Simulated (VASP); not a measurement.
# NaF (Fm-3m) in VASP: a series of runs, part 2 of 2

VASP 6.6.1. The steps go on from the part before.

## Step 4: Single point, PBE-based screened hybrid

The input, POSCAR:

```
NaF
1.0
    0.0000000000      2.2971680799      2.2971680799
    2.2971680799      0.0000000000      2.2971680799
    2.2971680799      2.2971680799      0.0000000000
Na F
1 1
Direct
    0.0000000000      0.0000000000      0.0000000000
    0.5000000000      0.5000000000      0.5000000000
```

The input, INCAR.step1:

```
SYSTEM = NaF
PREC     = Accurate       ! precision mode
ENCUT    = 520            ! plane-wave cutoff, eV
EDIFF    = 1E-5           ! SCF threshold, eV
ISMEAR   = 0              ! smearing method
SIGMA    = 0.01           ! smearing width, eV
LREAL    = .False.        ! projectors in reciprocal space
LASPH    = .True.         ! aspherical terms in the spheres
NELM     = 80             ! most SCF steps
ALGO     = Normal         ! electronic algorithm
ISIF     = 2              ! what is computed and relaxed
LWAVE    = .True.         ! write WAVECAR
LCHARG   = .False.        ! write CHGCAR
NBANDS   = 14             ! bands
GGA      = PE             ! functional
```

The input, INCAR.step2:

```
SYSTEM = NaF
PREC     = Accurate       ! precision mode
ENCUT    = 520            ! plane-wave cutoff, eV
EDIFF    = 1E-6           ! SCF threshold, eV
ISMEAR   = 0              ! smearing method
SIGMA    = 0.01           ! smearing width, eV
LREAL    = .False.        ! projectors in reciprocal space
LASPH    = .True.         ! aspherical terms in the spheres
NELM     = 80             ! most SCF steps
ALGO     = Normal         ! electronic algorithm
ISIF     = 2              ! what is computed and relaxed
LWAVE    = .False.        ! write WAVECAR
LCHARG   = .False.        ! write CHGCAR
GGA      = PE             ! functional
LHFCALC  = .True.         ! exact exchange
AEXX     = 1.0            ! exact-exchange fraction
HFSCREEN = 0.2078         ! screening, 1/A
PRECFOCK = Normal       
NBANDS   = 14             ! bands
ISTART   = 1            
ALDAC    = 1.0          
AGGAC    = 1.0
```

The input, KPOINTS:

```
regular mesh
0
Gamma
  4 4 4
  0 0 0
```

Potentials or basis: VASP PAW PBE potentials, release 64 (Na_pv, F).

Launch:

```console
$ cat potpaw_PBE.64/Na_pv/POTCAR potpaw_PBE.64/F/POTCAR > POTCAR
$ cp INCAR.step1 INCAR
$ mpirun -np 1 vasp_std > vasp.out
$ cp INCAR.step2 INCAR
$ mpirun -np 1 vasp_std > vasp.out
```

OUTCAR:

```text
SYSTEM = NaF
   PREC = Accurate
   ENCUT = 520
   EDIFF = 1E-6
   ISMEAR = 0
   LREAL = .False.
   LASPH = .True.
   NELM = 80
   ISIF = 2
   GGA = PE
   LHFCALC = .True.
   AEXX = 1.0
   HFSCREEN = 0.2078
   PRECFOCK = Normal
   ISTART = 1

 ion  position               nearest neighbor table
   1  0.000  0.000  0.000-   2 2.30   2 2.30   2 2.30   2 2.30   2 2.30   2 2.30
   2  0.500  0.500  0.500-   1 2.30   1 2.30   1 2.30   1 2.30   1 2.30   1 2.30

  LATTYP: Found a face centered cubic cell.
 ALAT       =     4.5943361598

  Lattice vectors:

 A1 = (   0.0000000000,   2.2971680799,   2.2971680799)
 A2 = (   2.2971680799,   0.0000000000,   2.2971680799)
 A3 = (   2.2971680799,   2.2971680799,   0.0000000000)

Analysis of symmetry for initial positions (statically):
=====================================================================
 Subroutine PRICEL returns:
 Original cell was already a primitive cell.

 Routine SETGRP: Setting up the symmetry group for a
 face centered cubic supercell.

 Subroutine GETGRP returns: Found 48 space group operations
 (whereof 48 operations were pure point group operations)
 out of a pool of 48 trial point group operations.

The static configuration has the point symmetry O_h .

Analysis of symmetry for dynamics (positions and initial velocities):
=====================================================================
 Subroutine PRICEL returns:
 Original cell was already a primitive cell.

 Routine SETGRP: Setting up the symmetry group for a
 face centered cubic supercell.

 Subroutine GETGRP returns: Found 48 space group operations
 (whereof 48 operations were pure point group operations)
 out of a pool of 48 trial point group operations.

The dynamic configuration has the point symmetry O_h .

 Subroutine INISYM returns: Found 48 space group operations
 (whereof 48 operations are pure point group operations),
 and found     1 'primitive' translations

----------------------------------------------------------------------------------------

                                     Primitive cell

  volume of cell :      24.2442

  direct lattice vectors                    reciprocal lattice vectors
     0.000000000  2.297168080  2.297168080    -0.217659302  0.217659302  0.217659302
     2.297168080  0.000000000  2.297168080     0.217659302 -0.217659302  0.217659302
     2.297168080  2.297168080  0.000000000     0.217659302  0.217659302 -0.217659302

  length of vectors
     3.248686254  3.248686254  3.248686254     0.376996969  0.376996969  0.376996969

  position of ions in fractional coordinates (direct lattice)
     0.000000000  0.000000000  0.000000000
     0.500000000  0.500000000  0.500000000

  ion indices of the primitive-cell ions
   primitive index   ion index
                 1           1
                 2           2

----------------------------------------------------------------------------------------

 KPOINTS: regular mesh

Automatic generation of k-mesh.
[... 34 lines left out ...]
   dimension x,y,z NGX =    24 NGY =   24 NGZ =   24
   dimension x,y,z NGXF=    48 NGYF=   48 NGZF=   48
   ions per type =               1   1
   NGX,Y,Z   is equivalent  to a cutoff of  12.28, 12.28, 12.28 a.u.
   NGXF,Y,Z  is equivalent  to a cutoff of  24.56, 24.56, 24.56 a.u.
 SYSTEM =  NaF
   PREC   = accura    normal or accurate (medium, high low for compatibility)
   ISTART =      1    job   : 0-new  1-cont  2-samecut
   ICHARG =      0    charge: 1-file 2-atom 10-const
   ISPIN  =      1    spin polarized calculation?
   LNONCOLLINEAR =      F non collinear calculations
   LSORBIT =      F    spin-orbit coupling
   LASPH  =      T    aspherical Exc in radial PAW
   ENCUT  =  520.0 eV  38.22 Ry    6.18 a.u.   6.04  6.04  6.04*2*pi/ulx,y,z
   NELM   =     80;   NELMIN=  2; NELMDL=  0     # of ELM steps
   EDIFF  = 0.1E-05   stopping-criterion for ELM
   LREAL  =      F    real-space projection
   EDIFFG = 0.1E-04   stopping-criterion for IOM
   NSW    =      0    number of steps for IOM
   IBRION =     -1    ionic relax: 0-MD 1-quasi-New 2-CG
   NFREE  =      0    steps in history (QN), initial steepest desc. (CG)
   ISIF   =      2    stress and relaxation
   ISYM   =      3    0-nonsym 1-usesym 2-fastsym
   POTIM  = 0.5000    time-step for ionic-motion
   TEBEG  =    0.0;   TEEND  =   0.0 temperature during run
   PSTRESS=    0.0 pullay stress
   NELECT =      14.0000    total number of electrons
   NUPDOWN=      -1.0000    fix difference up-down
   EMIN   =  10.00;   EMAX   =-10.00  energy-range for DOS
   EFERMI =   0.00;   METHOD = LEGACY
   ISMEAR =     0;   SIGMA  =   0.01  broadening in eV -4-tet -1-fermi 0-gaus
   EFERMI_NEDOS =   21; number of points for ismear=-14 and -15
   IALGO  =     38    algorithm
   IMIX   =      1    mixing-type and parameters
     AMIX     =   0.40;   BMIX     =  1.00
     AMIX_MAG =   1.60;   BMIX_MAG =  1.00
  volume/ion in A,a.u.               =      12.12        81.80
  Fermi-wavevector in a.u.,A,eV,Ry     =   1.363269  2.576204 25.286442  1.858501
  Thomas-Fermi vector in A             =   2.489686
   LORBIT       =      0    0 simple, 1 ext, 2 COOP (PROOUT), +10 PAW based schemes
   GGA     = PE    functional components
   LHFCALC =     T    Hartree Fock is set to
   PRECFOCK=normal    Normal, Fast or Accurate (Low or Medium for compatibility)
   ENCUT4O =  -1.0   cutoff for four orbital integrals eV
   NKREDX  =     1    reduce k-point grid by
   NKREDY  =     1    reduce k-point grid by
   NKREDZ  =     1    reduce k-point grid by
   AEXX    =    1.0000 exact exchange contribution
   HFSCREEN=    0.2078 screening length (either q_TF or 0.3 A-1)
   HFSCREENC=   0.2078 screening length for correlation (either q_TF or 0.3 A-1)
   ENCUTFOCK=  -1.0 apply spherical cutoff to Coloumb kernel
   IVDW    =     0    specifies the selected vdW correction
   LEPSILON=     F    determine dielectric tensor
   LRPA    =     F    only Hartree local field effects (RPA)
 non-spin polarized calculation
 Gauss-broadening in eV      SIGMA  =   0.01
  energy-cutoff  :      520.00
  volume of cell :       24.24
 maximum number of plane-waves:       656
  NGX = 20; NGY = 20; NGZ = 20

 number of electron      13.9999992 magnetization

 Free energy of the ion-electron system (eV)
  ---------------------------------------------------
  ext. energy  EPLUGINS =         0.00000000
  ---------------------------------------------------
  free energy    TOTEN  =       -15.96658929 eV

  energy without entropy =      -15.96658929  energy(sigma->0) =      -15.96658929

 E-fermi :  -8.8495     XC(G=0):  -2.6883

 val. band max:       -9.0292782621   @ k =   0.0000   0.0000   0.0000
 cond. band min:       6.4250960808   @ k =   0.0000   0.0000   0.0000
 fundamental gap:     15.4543743429
 Fermi energy:        -8.8494943056

 k-point     1 :       0.0000    0.0000    0.0000
  band No.  band energies     occupation
      1     -34.3776      2.00000
      2     -33.3944      2.00000
      3     -33.3944      2.00000
      4     -33.3943      2.00000
      5      -9.0293      2.00000
      6      -9.0293      2.00000
      7      -9.0293      2.00000
      8       6.4251      0.00000
      9      19.9339      0.00000
     10      19.9339      0.00000
     11      19.9339      0.00000
     12      21.7717      0.00000
     13      25.8927      0.00000
     14      25.8927      0.00000
[... 105 lines left out ...]
      1     -34.3783      2.00000
      2     -33.4773      2.00000
      3     -33.4773      2.00000
      4     -33.1156      2.00000
      5     -10.0052      2.00000
      6     -10.0052      2.00000
      7      -9.6709      2.00000
      8      13.7228      0.00000
      9      13.7228      0.00000
     10      16.4798      0.00000
     11      18.3700      0.00000
     12      25.1551      0.00000
     13      25.1553      0.00000
     14      29.6192      0.00000

------------------------ aborting loop because EDIFF is reached ----------------------------------------

  FORCE on cell =-STRESS in cart. coord.  units (eV):
  Direction    XX          YY          ZZ          XY          YZ          ZX
  --------------------------------------------------------------------------------------
  -------------------------------------------------------------------------------------
  Total       -0.5080492     -0.5080492     -0.5080492      0.0000000      0.0000000     -0.0000000
  in kB      -33.5743856    -33.5743856    -33.5743856      0.0000000      0.0000000     -0.0000000
  external PRESSURE =     -33.5743856 kB  Pullay stress =       0.0000000 kB

 VOLUME and BASIS-vectors are now :
 -----------------------------------------------------------------------------
  energy-cutoff  :      520.00
  volume of cell :       24.24
      direct lattice vectors                 reciprocal lattice vectors
     0.000000000  2.297168080  2.297168080    -0.217659302  0.217659302  0.217659302
     2.297168080  0.000000000  2.297168080     0.217659302 -0.217659302  0.217659302
     2.297168080  2.297168080  0.000000000     0.217659302  0.217659302 -0.217659302

 POSITION                                       TOTAL-FORCE (eV/Angst)
 -----------------------------------------------------------------------------------
      0.00000      0.00000      0.00000         0.000000      0.000000      0.000000
      2.29717      2.29717      2.29717        -0.000000     -0.000000     -0.000000
 -----------------------------------------------------------------------------------
    total drift:                                0.000000      0.000001      0.000001

  FREE ENERGIE OF THE ION-ELECTRON SYSTEM (eV)
  ---------------------------------------------------
  free  energy   TOTEN  =       -15.9665892906 eV

  energy  without entropy=      -15.9665892906  energy(sigma->0) =      -15.96658929
```

Run time: 2.9 min. Hardware: 1 thread of Intel Xeon Platinum 8259CL at 2.50GHz (Skylake/Cascade Lake), shared host; peak memory 0.23 GiB.

Results:

```yaml
Free_energy: -15.9666 eV
Pressure: -3.4 GPa
Band_gap_on_the_k_mesh: 15.45 eV, direct
```

Caveat: the k points lie up to 0.59 Å⁻¹ apart; the PAW data sets were made with another functional, which shifts forces and pressure a little.

## Step 5: Single point, PBE-based screened hybrid

POSCAR is that of step 4.

The input, INCAR.step1:

```
SYSTEM = NaF
  PREC = Accurate
  ENCUT = 520
  EDIFF = 1E-5
  ISMEAR = 0
  SIGMA = 0.01
  LREAL = .FALSE.
  LASPH = .TRUE.
  NELM = 80
  ALGO = Normal
  ISIF = 2
  LWAVE = .TRUE.
  LCHARG = .FALSE.
  GGA = PE
  NBANDS = 14
```

The input, INCAR.step2:

```
SYSTEM = NaF
  PREC = Accurate
  ENCUT = 520
  EDIFF = 1E-6
  ISMEAR = 0
  SIGMA = 0.01
  LREAL = .FALSE.
  LASPH = .TRUE.
  NELM = 80
  ALGO = Normal
  ISIF = 2
  LWAVE = .FALSE.
  LCHARG = .FALSE.
  GGA = PE
  LHFCALC = .TRUE.
  AEXX = 0.05
  HFSCREEN = 0.1
  PRECFOCK = Normal
  ISTART = 1
  NBANDS = 14
```

The input, KPOINTS:

```
Automatic mesh
0
G
  4 4 4
  0 0 0
```

Launch:

```console
$ cat potpaw_PBE.64/Na_pv/POTCAR potpaw_PBE.64/F/POTCAR > POTCAR
$ cp INCAR.step1 INCAR
$ mpirun -np 1 vasp_std > vasp.out
$ cp INCAR.step2 INCAR
$ mpirun -np 1 vasp_std > vasp.out
```

Run time: 98 s. Hardware: 1 thread of Intel Xeon Platinum 8259CL at 2.50GHz (Skylake/Cascade Lake), shared host; peak memory 0.23 GiB.

It converged, with:

* Free energy: -8.9489 eV
* Pressure: 3.1 GPa
* Band gap on the k mesh: 6.95 eV, direct

Levels at points of the mesh, in eV from the valence-band top:
| k point | band 4 | band 5 | band 6 | band 7 | band 8 | band 9 | band 10 | band 11 |
| --- | --- | --- | --- | --- | --- | --- | --- | --- |
| (0.00, 0.00, 0.00) | -19.16 | 0.00 | 0.00 | 0.00 | 6.95 | 19.72 | 19.72 | 19.72 |
| (0.50, 0.00, 0.00) | -18.40 | -1.66 | -0.27 | -0.27 | 11.46 | 13.24 | 20.96 | 20.96 |
| (0.50, 0.50, 0.00) | -19.22 | -1.33 | -0.42 | -0.42 | 13.91 | 13.92 | 14.42 | 20.71 |

Caveat: the k points lie up to 0.59 Å⁻¹ apart; the PAW data sets were made with another functional, which shifts forces and pressure a little.

## Step 6: Single point, PBE-based screened hybrid

POSCAR is that of step 5.

The input, INCAR.step1:

```
PREC = Accurate
ENCUT = 520
EDIFF = 1E-5
ISMEAR = 0
SIGMA = 0.01
LREAL = False
LASPH = True
NELM = 100
ALGO = Normal
ISIF = 2
LWAVE = True
LCHARG = False
GGA = PE
NBANDS = 14
```

The input, INCAR.step2:

```
PREC = Accurate
ENCUT = 520
EDIFF = 1E-6
ISMEAR = 0
SIGMA = 0.01
LREAL = False
LASPH = True
NELM = 100
ALGO = Normal
ISIF = 2
LWAVE = False
LCHARG = False
GGA = PE
LHFCALC = True
AEXX = 0.5
HFSCREEN = 0.5
PRECFOCK = Normal
ISTART = 1
NBANDS = 14
```

The input, KPOINTS:

```
regular mesh
0
Gamma
  4 4 4
```

Potentials or basis: VASP PAW PBE potentials, release 64 (Na_pv, F).

Launch:

```console
$ cat potpaw_PBE.64/Na_pv/POTCAR potpaw_PBE.64/F/POTCAR > POTCAR
$ cp INCAR.step1 INCAR
$ mpirun -np 1 vasp_std > vasp.out
$ cp INCAR.step2 INCAR
$ mpirun -np 1 vasp_std > vasp.out
```

Run time: 2.3 min. Hardware: 1 thread of Intel Xeon Platinum 8259CL at 2.50GHz (Skylake/Cascade Lake), shared host; peak memory 0.23 GiB.

The run converged. Its results:

```yaml
Free_energy: -11.0576 eV
Pressure: 0.1 GPa
Band_gap_on_the_k_mesh: 9.26 eV, direct
```

Levels at points of the mesh, in eV from the valence-band top:
```
           k point  band 3  band 4  band 5  band 6  band 7  band 8  band 9  band 10  band 11  band 12
(0.00, 0.00, 0.00)  -21.52  -21.52    0.00    0.00    0.00    9.26   22.30    22.30    22.30    24.93
(0.50, 0.00, 0.00)  -21.53  -20.83   -1.60   -0.27   -0.27   13.85   15.77    23.60    23.60    26.78
(0.50, 0.50, 0.00)  -21.57  -21.57   -1.31   -0.43   -0.43   16.28   16.45    16.95    23.57    23.57
```

Caveat: the k points lie up to 0.59 Å⁻¹ apart; the PAW data sets were made with another functional, which shifts forces and pressure a little.

## Step 7: Single point, HSE06

POSCAR is that of step 6.

The input, INCAR.step1:

```
  ALGO = Normal
  EDIFF = 1E-5
  ENCUT = 520
  GGA = PE
  ISIF = 2
  ISMEAR = 1
  LASPH = True
  LCHARG = False
  LREAL = False
  LWAVE = True
  NBANDS = 14
  NELM = 80
  PREC = Accurate
  SIGMA = 0.05
```

The input, INCAR.step2:

```
  ALGO = Normal
  EDIFF = 1E-6
  ENCUT = 520
  GGA = PE
  HFSCREEN = 0.2079
  ISIF = 2
  ISMEAR = 1
  ISTART = 1
  LASPH = True
  LCHARG = False
  LHFCALC = True
  LREAL = False
  LWAVE = False
  NBANDS = 14
  NELM = 80
  PREC = Accurate
  PRECFOCK = Normal
  SIGMA = 0.05
```

The input, KPOINTS:

```
k-points
0
Gamma
  4 4 4
```

Launch:

```console
$ cat potpaw_PBE.64/Na_pv/POTCAR potpaw_PBE.64/F/POTCAR > POTCAR
$ cp INCAR.step1 INCAR
$ mpirun -np 1 vasp_std > vasp.out
$ cp INCAR.step2 INCAR
$ mpirun -np 1 vasp_std > vasp.out
```

It took 2.2 min on 1 thread of Intel Xeon Platinum 8259CL at 2.50GHz (Skylake/Cascade Lake), shared host; peak memory 0.23 GiB.

It converged, with:

```
Free energy            : -10.3083 eV
Pressure               : 1.6 GPa
Band gap on the k mesh : 8.61 eV, direct
```

Levels at points of the mesh, in eV from the valence-band top:
```tsv
k point	band 3	band 4	band 5	band 6	band 7	band 8	band 9	band 10	band 11	band 12
(0.00, 0.00, 0.00)	-20.29	-20.29	0.00	0.00	0.00	8.61	21.56	21.56	21.56	24.22
(0.50, 0.00, 0.00)	-20.30	-19.56	-1.68	-0.28	-0.28	13.17	15.07	22.85	22.85	25.89
(0.50, 0.50, 0.00)	-20.34	-20.34	-1.36	-0.44	-0.44	15.59	15.74	16.25	22.73	22.73
```

Caveat: the k points lie up to 0.59 Å⁻¹ apart; the PAW data sets were made with another functional, which shifts forces and pressure a little.

## Step 8: The runs side by side

```csv
level,smearing,screening parameter,share of exact exchange,gap on the mesh (eV),pressure (GPa)
HSE06,gaussian 0.01 eV,0.2079 1/Å,-,8.61,1.6
PBE-based screened hybrid,gaussian 0.01 eV,0.2078 1/Å,1,15.45,-3.4
PBE-based screened hybrid,gaussian 0.01 eV,0.1 1/Å,0.05,6.95,3.1
PBE-based screened hybrid,gaussian 0.01 eV,0.5 1/Å,0.5,9.26,0.1
HSE06,methfessel-paxton 0.05 eV,0.2079 1/Å,-,8.61,1.6
```

Alike in all rows: task single point; potentials or basis VASP PAW PBE potentials, release 64 (Na_pv, F); no spin polarisation; cell as given; k mesh 4 × 4 × 4; cutoff (eV) 520.

Caveats: all runs use coarse meshes; the PAW data sets were made with another functional, which shifts forces and pressure a little.

Absolute energies hang on the potentials; compare differences alone.
